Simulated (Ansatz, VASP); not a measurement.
# Two plane-wave programs on InGa3P4

The input POSCAR:

```
InGa3P4
1.0
    5.6215832615      0.0000000000      0.0000000000
    0.0000000000      5.6215832615      0.0000000000
    0.0000000000      0.0000000000      5.6215832615
Ga P In
3 4 1
Direct
    0.5000000000      0.0000000000      0.0000000000
    0.0000000000      0.5000000000      0.0000000000
    0.0000000000      0.0000000000      0.5000000000
    0.7602244756      0.2397755244      0.2397755244
    0.2397755244      0.7602244756      0.2397755244
    0.2397755244      0.2397755244      0.7602244756
    0.7602244756      0.7602244756      0.7602244756
    0.5000000000      0.5000000000      0.5000000000
```

Contents of INCAR.step1:

```
SYSTEM = InGa3P4
ALGO = Normal
EDIFF = 1E-4
ENCUT = 520
GGA = PE
ISMEAR = 0
LASPH = .TRUE.
LCHARG = .FALSE.
LREAL = .FALSE.
LWAVE = .TRUE.
NBANDS = 46
NELM = 80
PREC = Accurate
SIGMA = 0.01
```

File INCAR.step2:

```
SYSTEM = InGa3P4
ALGO = Normal
EDIFF = 1E-6
ENCUT = 520
ISIF = 2
ISMEAR = 0
ISTART = 1
LASPH = .TRUE.
LCHARG = .TRUE.
LELF = .TRUE.
LMIXTAU = .TRUE.
LREAL = .FALSE.
LVHAR = .TRUE.
LWAVE = .FALSE.
METAGGA = R2SCAN
NBANDS = 46
NELM = 80
PREC = Accurate
SIGMA = 0.01
```

KPOINTS

```
k-points
0
G
  4 4 4
  0 0 0
```

Input for Ansatz:

```yaml
crystal:
  lattice:
    - [5.6215832615, 0.0, 0.0]
    - [0.0, 5.6215832615, 0.0]
    - [0.0, 0.0, 5.6215832615]
  atoms:
    - { symbol: Ga, position: [0.5, 0.0, 0.0] }
    - { symbol: P, position: [0.7602244756, 0.2397755244, 0.2397755244] }
    - { symbol: Ga, position: [0.0, 0.5, 0.0] }
    - { symbol: P, position: [0.2397755244, 0.7602244756, 0.2397755244] }
    - { symbol: Ga, position: [0.0, 0.0, 0.5] }
    - { symbol: P, position: [0.2397755244, 0.2397755244, 0.7602244756] }
    - { symbol: In, position: [0.5, 0.5, 0.5] }
    - { symbol: P, position: [0.7602244756, 0.7602244756, 0.7602244756] }
kpoints:
  mp_grid: { grid: [4, 4, 4] }
hamiltonian:
  xc: r2scan
scf:
  occupations: { method: fixed }
  n_extra_bands: 6
output:
  forces: true
  stress: true
  eigenvalues: true
```

Alike in both runs: task single point; functional r2SCAN; k mesh 4 × 4 × 4; no spin polarisation.

|  | VASP | Ansatz |
| --- | --- | --- |
| version | VASP 6.6.1 | Ansatz 0.2.0 |
| potentials or method | VASP PAW PBE potentials, release 64 (Ga_d, P, In_d) | plane waves, PAW |
| plane-wave cutoff (eV) | 520 | 500 |
| occupations | gaussian, width 0.01 eV | fixed |
| valence electrons in the cell | 72 | 72 |

|  | VASP | Ansatz | Ansatz less VASP |
| --- | --- | --- | --- |
| gap on the k mesh at the Fermi level (eV) | 1.45 | 1.46 | +0.010 |
| pressure (GPa) | -2.4 | -2.3 | +0.09 |
| rms of the force components (eV/Å) | 0.016 | 0.012 | -0.0033 |

VASP's potentials were made for PBE, not for r2SCAN.
